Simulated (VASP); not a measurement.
A run of VASP 6.6.1 is set up as follows.

The input POSCAR:

```
Si2W
1.0
    3.2594624990      0.0000000000      0.0000000000
    0.0000000000      3.2594624990      0.0000000000
    0.0000000000      0.0000000000      7.7343746509
Si W
4 2
Direct
    0.0000000000      0.0000000000      0.3348248948
    0.5000000000      0.5000000000      0.1651751052
    0.5000000000      0.5000000000      0.8348248948
    0.0000000000      0.0000000000      0.6651751052
    0.0000000000      0.0000000000      0.0000000000
    0.5000000000      0.5000000000      0.5000000000
```

File INCAR.step1:

```
PREC     = Accurate       # precision mode
ENCUT    = 520            # plane-wave cutoff, eV
ISMEAR   = 0              # smearing method
SIGMA    = 0.1            # smearing width, eV
LREAL    = F              # projectors in reciprocal space
LASPH    = T              # aspherical terms in the spheres
NELM     = 80             # most SCF steps
NBANDS   = 31             # bands
GGA      = PE             # functional
ALGO     = Normal         # electronic algorithm
EDIFF    = 1E-4           # SCF threshold, eV
LWAVE    = T              # write WAVECAR
LCHARG   = F              # write CHGCAR
```

The input INCAR.step2:

```
PREC     = Accurate       # precision mode
ENCUT    = 520            # plane-wave cutoff, eV
EDIFF    = 1E-7           # SCF threshold, eV
ISMEAR   = 0              # smearing method
SIGMA    = 0.1            # smearing width, eV
LREAL    = F              # projectors in reciprocal space
LASPH    = T              # aspherical terms in the spheres
NELM     = 80             # most SCF steps
ALGO     = Normal         # electronic algorithm
ISIF     = 2              # what is computed and relaxed
LWAVE    = F              # write WAVECAR
LCHARG   = F              # write CHGCAR
METAGGA  = R2SCAN         # meta-GGA
LMIXTAU  = T            
NBANDS   = 31             # bands
ISTART   = 1
```

Contents of KPOINTS:

```
regular mesh
0
Gamma
  12 12 6
```

Potentials or basis: VASP PAW PBE potentials, release 64 (Si, W_sv).

The run is started by

```bash
$ cat potpaw_PBE.64/Si/POTCAR potpaw_PBE.64/W_sv/POTCAR > POTCAR
$ cp INCAR.step1 INCAR
$ mpirun -np 1 vasp_std > vasp.out
$ cp INCAR.step2 INCAR
$ mpirun -np 1 vasp_std > vasp.out
```

Problem. Estimate the pressure.

Solution. -3.8 GPa.

Problem. What does it give for the largest force?

Solution. 0.038 eV/Å.

Problem. What does it give for the band gap on the k mesh?

Solution. Zero (band 22 reaches 12.27 eV, above the bottom of band 23 at 11.15 eV).

Stress tensor (GPa, compression positive):
```
-6.91  0.00  0.00
 0.00 -6.91  0.00
 0.00  0.00  2.49
```

Caveat: the cell differs from its parent crystal (biaxial strain in the a-b plane: +1.5 %); the PAW data sets were made with another functional, which shifts forces and pressure a little; spin-orbit coupling is left out, which moves the levels of the heavy elements.
